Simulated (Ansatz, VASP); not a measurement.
# Two plane-wave programs on MgO

```
Mg O
1.0
     0.00000    2.10217    2.10953
     2.10217    0.00000    2.10953
     2.10217    2.10217    0.00000
Mg O
1 1
Cartesian
  0.0000 0.0000 0.0000
  2.1022 2.1022 2.1095
```

Change from the starting cell: uniaxial_z strain +0.3%.

Alike in both runs: task single point; functional PBE; k mesh 10 × 10 × 10; occupations fermi-dirac, width 0.02 eV; no spin polarisation.

|  | VASP | Ansatz |
| --- | --- | --- |
| version | VASP 6.6.1 | Ansatz 0.2.0 |
| potentials or method | VASP PAW PBE potentials, release 64 (Mg, O) | plane waves, PAW |
| plane-wave cutoff (eV) | 520 | 420 |
| valence electrons in the cell | 8 | 16 |

Ansatz gave:

```
gap on the k mesh at the Fermi level (eV)                     : 4.76
pressure (GPa)                                                : 5.0
traceless stress, the component that is largest in VASP (GPa) : -0.49
```

Problem. Which values does VASP return?

Solution. gap on the k mesh at the Fermi level (eV): 4.74; pressure (GPa): 4.3; traceless stress, the component that is largest in VASP (GPa): -0.50.

VASP's potentials hold 8 valence electrons a cell and Ansatz's 16, so a difference there can come from the potentials and not from the codes.
